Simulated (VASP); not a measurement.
# HfN in VASP: notebook, part 2 of 2

VASP 6.6.1.

## Step 5: Relaxation of the atoms, PBE (volume scaled by 1.04)

File INCAR:

```
SYSTEM = HfN
PREC     = Accurate       ! precision mode
ENCUT    = 520            ! plane-wave cutoff, eV
EDIFF    = 1E-6           ! SCF threshold, eV
ISMEAR   = -1             ! smearing method
SIGMA    = 0.05           ! smearing width, eV
LREAL    = .FALSE.        ! projectors in reciprocal space
LASPH    = .TRUE.         ! aspherical terms in the spheres
NELM     = 80             ! most SCF steps
ALGO     = Normal         ! electronic algorithm
ISIF     = 2              ! what is computed and relaxed
LWAVE    = .FALSE.        ! write WAVECAR
LCHARG   = .FALSE.        ! write CHGCAR
GGA      = PE             ! functional
IBRION   = 2              ! ionic algorithm
NSW      = 80             ! ionic steps
EDIFFG   = -0.02          ! ionic threshold
```

File KPOINTS:

```
Automatic mesh
0
G
  18 18 18
  0 0 0
```

File POSCAR:

```
HfN
1.0
    0.0000000000      2.2887270932      2.2887270932
    2.2887270932      0.0000000000      2.2887270932
    2.2887270932      2.2887270932      0.0000000000
Hf N
1 1
Direct
    0.0000000000      0.0000000000      0.0000000000
    0.5000000000      0.5000000000      0.5000000000
```

Potentials or basis: VASP PAW PBE potentials, release 64 (Hf_pv, N).

Run with:

```sh
> cat potpaw_PBE.64/Hf_pv/POTCAR potpaw_PBE.64/N/POTCAR > POTCAR
> mpirun -np 1 vasp_std > vasp.out
```

OUTCAR:

```text
SYSTEM = HfN
   PREC = Accurate
   ENCUT = 520
   EDIFF = 1E-6
   ISMEAR = -1
   LREAL = .FALSE.
   LASPH = .TRUE.
   NELM = 80
   ISIF = 2
   GGA = PE
   IBRION = 2
   NSW = 80
   EDIFFG = -0.02

 ion  position               nearest neighbor table
   1  0.000  0.000  0.000-   2 2.29   2 2.29   2 2.29   2 2.29   2 2.29   2 2.29
   2  0.500  0.500  0.500-   1 2.29   1 2.29   1 2.29   1 2.29   1 2.29   1 2.29

  LATTYP: Found a face centered cubic cell.
 ALAT       =     4.5774541864

  Lattice vectors:

 A1 = (   0.0000000000,   2.2887270932,   2.2887270932)
 A2 = (   2.2887270932,   0.0000000000,   2.2887270932)
 A3 = (   2.2887270932,   2.2887270932,   0.0000000000)

Analysis of symmetry for initial positions (statically):
=====================================================================
 Subroutine PRICEL returns:
 Original cell was already a primitive cell.

 Routine SETGRP: Setting up the symmetry group for a
 face centered cubic supercell.

 Subroutine GETGRP returns: Found 48 space group operations
 (whereof 48 operations were pure point group operations)
 out of a pool of 48 trial point group operations.

The static configuration has the point symmetry O_h .

Analysis of symmetry for dynamics (positions and initial velocities):
=====================================================================
 Subroutine PRICEL returns:
 Original cell was already a primitive cell.

 Routine SETGRP: Setting up the symmetry group for a
 face centered cubic supercell.

 Subroutine GETGRP returns: Found 48 space group operations
 (whereof 48 operations were pure point group operations)
 out of a pool of 48 trial point group operations.

The dynamic configuration has the point symmetry O_h .

 Subroutine INISYM returns: Found 48 space group operations
 (whereof 48 operations are pure point group operations),
 and found     1 'primitive' translations

----------------------------------------------------------------------------------------

                                     Primitive cell

  volume of cell :      23.9779

  direct lattice vectors                    reciprocal lattice vectors
     0.000000000  2.288727093  2.288727093    -0.218462044  0.218462044  0.218462044
     2.288727093  0.000000000  2.288727093     0.218462044 -0.218462044  0.218462044
     2.288727093  2.288727093  0.000000000     0.218462044  0.218462044 -0.218462044

  length of vectors
     3.236748896  3.236748896  3.236748896     0.378387361  0.378387361  0.378387361

  position of ions in fractional coordinates (direct lattice)
     0.000000000  0.000000000  0.000000000
     0.500000000  0.500000000  0.500000000

  ion indices of the primitive-cell ions
   primitive index   ion index
                 1           1
                 2           2

----------------------------------------------------------------------------------------

 KPOINTS: Automatic mesh

Automatic generation of k-mesh.
 Grid dimensions read from file:
 generate k-points for:   18   18   18

 Generating k-lattice:

[... 23 lines left out ...]
  0.277778  0.000000  0.000000      8.000000
[... 16 lines left out ...]
 -0.277778  0.055556  0.000000     24.000000
 -0.222222  0.055556  0.000000     24.000000
 [... further k-points ...]
   k-points           NKPTS =    195   k-points in BZ     NKDIM =    195   number of bands    NBANDS=     11
   number of dos      NEDOS =    301   number of ions     NIONS =      2
   total plane-waves  NPLWV =  13824
   dimension x,y,z NGX =    24 NGY =   24 NGZ =   24
   dimension x,y,z NGXF=    48 NGYF=   48 NGZF=   48
   ions per type =               1   1
   NGX,Y,Z   is equivalent  to a cutoff of  12.33, 12.33, 12.33 a.u.
   NGXF,Y,Z  is equivalent  to a cutoff of  24.65, 24.65, 24.65 a.u.
 SYSTEM =  HfN
   PREC   = accura    normal or accurate (medium, high low for compatibility)
   ISTART =      0    job   : 0-new  1-cont  2-samecut
   ICHARG =      2    charge: 1-file 2-atom 10-const
   ISPIN  =      1    spin polarized calculation?
   LNONCOLLINEAR =      F non collinear calculations
   LSORBIT =      F    spin-orbit coupling
   LASPH  =      T    aspherical Exc in radial PAW
   ENCUT  =  520.0 eV  38.22 Ry    6.18 a.u.   6.02  6.02  6.02*2*pi/ulx,y,z
   NELM   =     80;   NELMIN=  2; NELMDL= -5     # of ELM steps
   EDIFF  = 0.1E-05   stopping-criterion for ELM
   LREAL  =      F    real-space projection
   EDIFFG = -.2E-01   stopping-criterion for IOM
   NSW    =     80    number of steps for IOM
   IBRION =      2    ionic relax: 0-MD 1-quasi-New 2-CG
   NFREE  =      1    steps in history (QN), initial steepest desc. (CG)
   ISIF   =      2    stress and relaxation
   ISYM   =      2    0-nonsym 1-usesym 2-fastsym
   POTIM  = 0.5000    time-step for ionic-motion
   TEBEG  =    0.0;   TEEND  =   0.0 temperature during run
   PSTRESS=    0.0 pullay stress
   NELECT =      15.0000    total number of electrons
   NUPDOWN=      -1.0000    fix difference up-down
   EMIN   =  10.00;   EMAX   =-10.00  energy-range for DOS
   EFERMI =   0.00;   METHOD = LEGACY
   ISMEAR =    -1;   SIGMA  =   0.05  broadening in eV -4-tet -1-fermi 0-gaus
   EFERMI_NEDOS =   21; number of points for ismear=-14 and -15
   IALGO  =     38    algorithm
   IMIX   =      4    mixing-type and parameters
     AMIX     =   0.40;   BMIX     =  1.00
     AMIX_MAG =   1.60;   BMIX_MAG =  1.00
  volume/ion in A,a.u.               =      11.99        80.91
  Fermi-wavevector in a.u.,A,eV,Ry     =   1.400129  2.645859 26.672316  1.960360
  Thomas-Fermi vector in A             =   2.523120
   LORBIT       =      0    0 simple, 1 ext, 2 COOP (PROOUT), +10 PAW based schemes
   GGA     = PE    functional components
   LHFCALC =     F    Hartree Fock is set to
   AEXX    =    0.0000 exact exchange contribution
   IVDW    =     0    specifies the selected vdW correction
   LEPSILON=     F    determine dielectric tensor
   LRPA    =     F    only Hartree local field effects (RPA)
 conjugate gradient relaxation of ions
 non-spin polarized calculation
  energy-cutoff  :      520.00
  volume of cell :       23.98
 maximum number of plane-waves:       659
   NGX = 13   NGY = 13   NGZ = 13

 number of electron      14.9999999 magnetization

 Free energy of the ion-electron system (eV)
  ---------------------------------------------------
  ext. energy  EPLUGINS =         0.00000000
  ---------------------------------------------------
  free energy    TOTEN  =       -21.74422475 eV

  energy without entropy =      -21.73868448  energy(sigma->0) =      -21.74145461

 E-fermi :   8.0313     XC(G=0): -12.5276

 val. band max:        8.0121079132   @ k =  -0.1667   0.1667   0.0556
 cond. band min:       8.0644027498   @ k =  -0.1111   0.0556   0.0000
 fundamental gap:      0.0522948365
 Fermi energy:         8.0312732713

 k-point     1 :       0.0000    0.0000    0.0000
  band No.  band energies     occupation
      1     -23.2688      2.00000
      2     -23.2688      2.00000
      3     -23.2688      2.00000
      4      -9.2390      2.00000
      5       5.0581      2.00000
      6       5.0581      2.00000
      7       5.0581      2.00000
      8       7.7115      1.99667
      9       7.7115      1.99667
     10       7.7115      1.99667
     11       9.4684      0.00000
[... 309 lines left out ...]
 k-point    24 :      -0.2222    0.0556    0.0000
  band No.  band energies     occupation
      1     -23.6770      2.00000
      2     -23.3331      2.00000
      3     -23.2949      2.00000
      4      -8.1430      2.00000
      5       1.7852      2.00000
      6       3.0717      2.00000
      7       3.4148      2.00000
      8       8.4166      0.00090
      9       8.9530      0.00000
     10       9.7642      0.00000
     11      11.7257      0.00000

 [... further k-points ...]

------------------------ aborting loop because EDIFF is reached ----------------------------------------

  FORCE on cell =-STRESS in cart. coord.  units (eV):
  Direction    XX          YY          ZZ          XY          YZ          ZX
  --------------------------------------------------------------------------------------
  -------------------------------------------------------------------------------------
  Total       -1.0750265     -1.0750265     -1.0750265      0.0000000     -0.0000000     -0.0000000
  in kB      -71.8319637    -71.8319637    -71.8319637      0.0000000     -0.0000000     -0.0000000
  external PRESSURE =     -71.8319637 kB  Pullay stress =       0.0000000 kB

 VOLUME and BASIS-vectors are now :
 -----------------------------------------------------------------------------
  energy-cutoff  :      520.00
  volume of cell :       23.98
      direct lattice vectors                 reciprocal lattice vectors
     0.000000000  2.288727093  2.288727093    -0.218462044  0.218462044  0.218462044
     2.288727093  0.000000000  2.288727093     0.218462044 -0.218462044  0.218462044
     2.288727093  2.288727093  0.000000000     0.218462044  0.218462044 -0.218462044

 POSITION                                       TOTAL-FORCE (eV/Angst)
 -----------------------------------------------------------------------------------
      0.00000      0.00000      0.00000        -0.000000     -0.000000     -0.000000
      2.28873      2.28873      2.28873         0.000000      0.000000      0.000000
 -----------------------------------------------------------------------------------
    total drift:                                0.000000     -0.000000     -0.000000

  FREE ENERGIE OF THE ION-ELECTRON SYSTEM (eV)
  ---------------------------------------------------
  free  energy   TOTEN  =       -21.7442247527 eV

  energy  without entropy=      -21.7386844761  energy(sigma->0) =      -21.74145461

 reached required accuracy - stopping structural energy minimisation
```

It took 18 s on 1 thread of Intel Xeon 6975P-C, shared host; peak memory 0.19 GiB.

What came out:

- Free energy: -21.7442 eV
- Pressure after relaxing: -7.2 GPa

Final structure:
```
Hf N
1.0
     0.00000    2.28873    2.28873
     2.28873    0.00000    2.28873
     2.28873    2.28873    0.00000
Hf N
1 1
Direct
  0.00000 0.00000 0.00000
  0.50000 0.50000 0.50000
```

Caveat: the relaxation stopped at its first step, so nothing moved; spin-orbit coupling is left out, which moves the levels of the heavy elements.

## Step 6: Relaxation of the atoms, PBE (volume scaled by 1.06)

File INCAR:

```
SYSTEM = HfN
  PREC = Accurate
  ENCUT = 520
  EDIFF = 1E-7
  ISMEAR = -1
  SIGMA = 0.05
  LREAL = .FALSE.
  LASPH = .TRUE.
  NELM = 80
  ALGO = Normal
  ISIF = 2
  LWAVE = .FALSE.
  LCHARG = .FALSE.
  GGA = PE
  IBRION = 2
  NSW = 80
  EDIFFG = -0.02
```

KPOINTS is that of step 5.

File POSCAR:

```
HfN
1.0
    0.0000000000      2.3033053658      2.3033053658
    2.3033053658      0.0000000000      2.3033053658
    2.3033053658      2.3033053658      0.0000000000
Hf N
1 1
Direct
    0.0000000000      0.0000000000      0.0000000000
    0.5000000000      0.5000000000      0.5000000000
```

Potentials or basis: VASP PAW PBE potentials, release 64 (Hf_pv, N).

Run with:

```sh
> cat potpaw_PBE.64/Hf_pv/POTCAR potpaw_PBE.64/N/POTCAR > POTCAR
> mpirun -np 1 vasp_std > vasp.out
```

Wall time 28 s (1 thread of Intel Xeon 6975P-C, shared host); peak memory 0.19 GiB.

Results (log left out):

```yaml
Free_energy: -21.7175 eV
Pressure_after_relaxing: -11.5 GPa
```

Final structure:
```cif
data_structure
_symmetry_space_group_name_H-M 'P 1'
_symmetry_Int_Tables_number 1
_cell_length_a 3.2574
_cell_length_b 3.2574
_cell_length_c 3.2574
_cell_angle_alpha 60.000
_cell_angle_beta 60.000
_cell_angle_gamma 60.000
_cell_volume 24.44
loop_
_atom_site_label
_atom_site_type_symbol
_atom_site_fract_x
_atom_site_fract_y
_atom_site_fract_z
_atom_site_occupancy
Hf1 Hf 0.00000 0.00000 0.00000 1
N1 N 0.50000 0.50000 0.50000 1
```

Levels at points of the mesh, in eV from the Fermi level:
```csv
k point,band 4,band 5,band 6,band 7,band 8,band 9,band 10,band 11
"(0.00, 0.00, 0.00)",-17.16,-2.95,-2.95,-2.95,-0.31,-0.31,-0.31,1.27
"(0.50, 0.00, 0.00)",-14.75,-8.54,-5.89,-5.89,3.02,3.42,3.42,4.14
"(0.50, 0.50, 0.00)",-16.09,-5.39,-3.65,-3.65,-3.55,3.80,4.94,5.09
```

Caveat: the relaxation stopped at its first step, so nothing moved; spin-orbit coupling is left out, which moves the levels of the heavy elements.

## Step 7: The runs side by side

```csv
task,cell,gap on the mesh (eV),pressure (GPa)
single point,"a = 3.179, b = 3.179, c = 3.195 Å, angles 59.8, 59.8, 60.3°, 2 atoms",none,6.0
relaxation of the atoms,"atoms relaxed from a = 3.152 Å, angles 60.0°, 2 atoms",none,15.7
relaxation of the atoms,"atoms relaxed from a = 3.173 Å, angles 60.0°, 2 atoms",none,9.0
relaxation of the atoms,"atoms relaxed from a = 3.237 Å, angles 60.0°, 2 atoms",none,-7.2
relaxation of the atoms,"atoms relaxed from a = 3.257 Å, angles 60.0°, 2 atoms",none,-11.5
```

Alike in all rows: level PBE; potentials or basis VASP PAW PBE potentials, release 64 (Hf_pv, N); no spin polarisation; k mesh 18 × 18 × 18; cutoff (eV) 520; smearing fermi-dirac 0.05 eV.

Caveats: spin-orbit coupling is left out, which moves the levels of the heavy elements; the relaxation stopped at its first step, so nothing moved (some runs).

Total energies depend on the potentials used, so only differences within one code and one set of settings carry meaning.
